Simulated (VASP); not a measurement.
## HfAg2Sn2: single point with PBE

Crystal: HfAg2Sn2.

```
CELL_PARAMETERS angstrom
0.00000 4.43955 0.00006
3.15807 0.00000 0.00035
1.57859 2.21971 -7.55769
ATOMIC_POSITIONS crystal
Hf 0.00114 0.00062 0.99929
Sn 0.40001 0.39971 0.20158
Sn 0.60227 0.60157 0.79700
Ag 0.78612 0.28550 0.42940
Ag 0.21616 0.71563 0.56918
```

| Quantity | Value |
| --- | --- |
| Program | VASP 6.6.1 |
| Task | single point |
| Functional | PBE |
| Potentials or basis | VASP PAW PBE potentials, release 64 (Hf_pv, Sn_d, Ag) |
| Cutoff | 520 eV |
| k mesh | 4 × 4 × 4 |
| Occupations | fermi-dirac, width 0.1017 eV |
| Spin | no spin polarisation |

```
Pressure               : -0.2 GPa
Largest force          : 0.019 eV/Å
Band gap on the k mesh : zero (bands 30 and 31 overlap by 0.86 eV)
```

Forces in eV/Å, atoms in the order of the input:
```
Hf   0.000  0.000  0.000
Sn   0.000  0.000  0.019
Sn   0.000  0.000 -0.019
Ag   0.000 -0.001 -0.004
Ag   0.000  0.001  0.004
```

Levels at points of the mesh, in eV from the Fermi level:
```
           k point  band 26  band 27  band 28  band 29  band 30  band 31  band 32  band 33  band 34  band 35
(0.00, 0.00, 0.00)    -3.70    -2.19    -1.93    -0.56     0.24     1.14     1.91     2.23     2.42     2.70
(0.50, 0.00, 0.00)    -4.02    -4.01    -2.70    -2.52    -0.90     0.82     1.80     2.64     2.65     2.94
(0.50, 0.00, 0.50)    -4.02    -4.01    -2.70    -2.52    -0.90     0.82     1.80     2.64     2.65     2.94
(0.00, 0.50, 0.00)    -3.68    -2.93    -1.95    -0.87    -0.78     0.88     0.96     1.88     2.42     2.52
(0.50, 0.50, 0.00)    -3.21    -2.91    -2.38    -2.02    -1.88     0.12     0.60     1.74     2.17     2.63
(0.50, 0.50, 0.50)    -3.21    -2.91    -2.38    -2.02    -1.88     0.12     0.60     1.74     2.17     2.63
(0.00, 0.00, 0.50)    -3.49    -2.67    -1.83    -1.75    -1.31     1.25     2.55     2.63     2.87     3.14
(0.00, 0.50, 0.50)    -3.68    -2.93    -1.95    -0.87    -0.78     0.88     0.96     1.88     2.43     2.52
```

Run time: 2.3 min on 1 thread of AMD EPYC 9R45 (Zen 5), on a shared host, peak memory 0.26 GiB.

Caveat: the k points lie up to 0.51 Å⁻¹ apart, too coarse for converged energies and pressures of a metal; spin-orbit coupling is left out, which moves the levels of the heavy elements.
